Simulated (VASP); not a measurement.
Set up this calculation in VASP 6.6.1, as the native input.

* Task: single point
* Functional: PBE
* Potentials or basis: VASP PAW PBE potentials, release 64 (Ni)
* Cutoff: 520 eV
* k mesh: 20 × 20 × 20
* Occupations: fermi-dirac, width 0.05 eV
* Spin: collinear spin, ferromagnetic start
* Starting moments: [1.5] μB
* Dipole correction: no
* Further INCAR settings: ALGO = Normal; EDIFF = 1e-07; NBANDS = 15

The structure of Ni lies in POSCAR:

```
Ni
1.0
    0.0000000000      1.7679500000      1.8209885000
    1.7679500000      0.0000000000      1.8209885000
    1.7679500000      1.7679500000      0.0000000000
Ni
1
Direct
    0.0000000000      0.0000000000      0.0000000000
```

This cell differs from its parent crystal: zz strain of +3 %.

One way to write it, as run:

INCAR

```
SYSTEM = Ni
PREC = Accurate
ENCUT = 520
EDIFF = 1E-7
ISMEAR = -1
SIGMA = 0.05
LREAL = .FALSE.
LASPH = .TRUE.
NELM = 150
ALGO = Normal
ISIF = 2
LWAVE = .FALSE.
LCHARG = .TRUE.
ISPIN = 2
MAGMOM = 1.5
LORBIT = 11
LMAXMIX = 4
GGA = PE
LELF = .TRUE.
LVHAR = .TRUE.
NBANDS = 15
```

KPOINTS

```
regular mesh
0
G
  20 20 20
  0 0 0
```

Potentials or basis: VASP PAW PBE potentials, release 64 (Ni).

Launch:

```console
$ cat potpaw_PBE.64/Ni/POTCAR > POTCAR
$ mpirun -np 1 vasp_std > vasp.out
```

It gave:

* Pressure: -7.8 GPa
* Net moment: 0.63 μB per cell
* Site moments: Ni +0.65 μB
* Valence electrons inside the program's atomic spheres: Ni 9.23

Caveat: the cell differs from its parent crystal (zz strain of +3 %); the cell stands under tension.

It took 4.1 min on 1 thread of Intel Xeon 8259CL, with other jobs on the host, peak memory 0.28 GiB.
